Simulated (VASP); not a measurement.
## HgTe: single point with r2SCAN

The system is HgTe.

```
CELL_PARAMETERS angstrom
0.00000 3.00614 3.00614
3.00614 0.00000 3.00614
3.00614 3.00614 0.00000
ATOMIC_POSITIONS crystal
Hg 0.00000 0.00000 0.00000
Te 0.50000 0.50000 0.50000
```

```json
{"Program": "VASP 6.6.1", "Task": "single point", "Functional": "r2SCAN", "Potentials or basis": "VASP PAW PBE potentials, release 64 (Hg, Te)", "Cutoff": "520 eV", "k mesh": "10 × 10 × 10", "Occupations": "fermi-dirac, width 0.1 eV", "Spin": "no spin polarisation", "Dipole correction": "no", "Further INCAR settings": "ALGO = Normal; EDIFF = 1e-06; NBANDS = 16"}
```

```
Pressure               : 2.5 GPa
Band gap on the k mesh : zero (band 9 reaches 5.01 eV, above the bottom of band 10 at 2.16 eV)
```

Levels at points of the mesh, in eV from the Fermi level:
```tsv
k point	band 6	band 7	band 8	band 9	band 10	band 11	band 12	band 13
(0.00, 0.00, 0.00)	-7.09	-0.84	-0.84	-0.84	-0.42	8.12	8.12	8.12
(0.50, 0.00, 0.00)	-6.90	-5.89	0.31	0.31	3.03	4.21	4.22	4.22
(0.50, 0.50, 0.00)	-6.08	-4.68	-2.74	-2.54	-2.54	5.15	10.05	10.05
```

Run time: 55 s on 1 thread of Intel(R) Xeon(R) 6975P-C (Granite Rapids), on a shared host, peak memory 0.21 GiB.

Caveat: the PAW data sets were made with another functional, which shifts forces and pressure a little; spin-orbit coupling is left out, which moves the levels of the heavy elements.
